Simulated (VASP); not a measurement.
**SrVO3: single point with revPBE+U**

Crystal: SrVO3.

```xyz
5
Lattice="3.9154 0.0000 0.0000 0.0000 3.9154 0.0000 0.0000 0.0000 3.9154" Properties=species:S:1:pos:R:3 pbc="T T T"
V     0.0000    0.0000    0.0000
O     1.9577    0.0000    0.0000
O     0.0000    1.9577    0.0000
O     0.0000    0.0000    1.9577
Sr    1.9577    1.9577    1.9577
```

* Program: VASP 6.6.1
* Task: single point
* Functional: revPBE
* Potentials or basis: VASP PAW PBE potentials, release 64 (V_sv, O, Sr_sv)
* Cutoff: 520 eV
* k mesh: 5 × 5 × 5
* Occupations: fermi-dirac, width 0.0153 eV
* Spin: collinear spin, ferromagnetic start
* Starting moments: [0.9, 0.0, 0.0, 0.0, 0.0] μB
* Hubbard terms: V d U = 4.35 eV
* Dipole correction: no
* Further INCAR settings: ALGO = Normal; EDIFF = 1e-07; NBANDS = 32

```json
{"Pressure": "2.3 GPa", "Band gap on the k mesh": "zero (filled and empty bands overlap)", "Net moment": "1.00 μB per cell", "Site moments": "V +1.22; O -0.09; Sr -0.00 μB", "Valence electrons inside the program's atomic spheres": "V 11.35; O 5.05; Sr 8.01"}
```

Levels at points of the mesh, in eV from the Fermi level:
Spin up:
| k point | band 17 | band 18 | band 19 | band 20 | band 21 | band 22 | band 23 | band 24 | band 25 | band 26 |
| --- | --- | --- | --- | --- | --- | --- | --- | --- | --- | --- |
| (0.00, 0.00, 0.00) | -2.26 | -1.56 | -1.56 | -1.56 | -1.31 | -1.31 | -1.31 | 1.67 | 1.67 | 4.39 |
Spin down:
```tsv
k point	band 18	band 19	band 20	band 21	band 22	band 23
(0.00, 0.00, 0.00)	-1.71	-1.71	-1.71	1.53	1.53	1.53
```

Eigenvalues of the final occupation matrices:
| site | spin | trace | eigenvalues |
| --- | --- | --- | --- |
| site 1 d | 1 | 1.99 | 0.29 0.29 0.47 0.47 0.47 |
| site 1 d | 2 | 0.80 | 0.09 0.09 0.09 0.26 0.26 |

Run time: 38 s on 1 thread of Intel(R) Xeon(R) Platinum 8488C (Sapphire Rapids), with other jobs on the host, peak memory 0.2 GiB.

Caveat: the PAW data sets were made with another functional, which shifts forces and pressure a little. The state reached can hang on the start; a lower one may exist.
